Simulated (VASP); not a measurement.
The system is WS2 (Tungstenite).

```
CELL_PARAMETERS angstrom
6.42736 0.00000 0.00000
5.65154 3.06122 0.00000
5.65154 1.43230 2.70547
ATOMIC_POSITIONS crystal
W 0.00000 0.00000 0.00000
S 0.24970 0.24970 0.24970
S 0.41900 0.41900 0.41900
```

Base run:

```yaml
Program: VASP 6.6.1
Functional: r2SCAN
Potentials_or_basis: VASP PAW PBE potentials, release 64 (W_sv, S)
Cutoff: 520 eV
k_mesh: 12 × 12 × 12
Occupations: fermi-dirac, width 0.1 eV
Spin: no spin polarisation
```

Its results: band gap on the k mesh 1.14 eV, indirect (least direct gap 2.03 eV); pressure 2.8 GPa; largest force 0.621 eV/Å.

Question: The run is repeated on the same cell with these changes: functional from r2SCAN to BLYP. What comes out?

Answer: Band gap on the k mesh 1.04 eV, indirect (least direct gap 1.91 eV); pressure 12.5 GPa; largest force 0.939 eV/Å.

Caveats: the PAW data sets were made with another functional, which shifts forces and pressure a little; spin-orbit coupling is left out, which moves the levels of the heavy elements.

A k mesh can miss the band edges.
